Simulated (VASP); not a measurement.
Input of a VASP 6.6.1 run:

INCAR

```
SYSTEM = LaF2
PREC     = Accurate       ! precision mode
ENCUT    = 520            ! plane-wave cutoff, eV
EDIFF    = 1E-6           ! SCF threshold, eV
ISMEAR   = 0              ! smearing method
SIGMA    = 0.05           ! smearing width, eV
LREAL    = .FALSE.        ! projectors in reciprocal space
LASPH    = .TRUE.         ! aspherical terms in the spheres
NELM     = 60             ! most SCF steps
ALGO     = Normal         ! electronic algorithm
ISIF     = 2              ! what is computed and relaxed
LWAVE    = .FALSE.        ! write WAVECAR
LCHARG   = .FALSE.        ! write CHGCAR
GGA      = PS             ! functional
NBANDS   = 20             ! bands
```

Contents of KPOINTS:

```
Automatic mesh
0
G
  10 10 6
  0 0 0
```

POSCAR

```
LaF2
1.0
    3.5772404445      0.0000000000      0.0000000000
   -1.7886202223      3.0979811004      0.0000000000
    0.0000000000      0.0000000000      5.1473411983
La F
1 2
Direct
    0.0000000000      0.0000000000      0.0000000000
    0.3333333333      0.6666666667      0.2619082866
    0.6666666667      0.3333333333      0.7380917134
```

Potentials or basis: VASP PAW PBE potentials, release 64 (La, F).

Command:

```console
$ cat potpaw_PBE.64/La/POTCAR potpaw_PBE.64/F/POTCAR > POTCAR
$ mpirun -np 1 vasp_std > vasp.out
```

What does it give for the pressure?

-0.3 GPa.

Caveat: the PAW data sets were made with another functional, which shifts forces and pressure a little; an odd number of electrons without spin polarisation forces a metal; a magnetic or distorted state may lie lower.
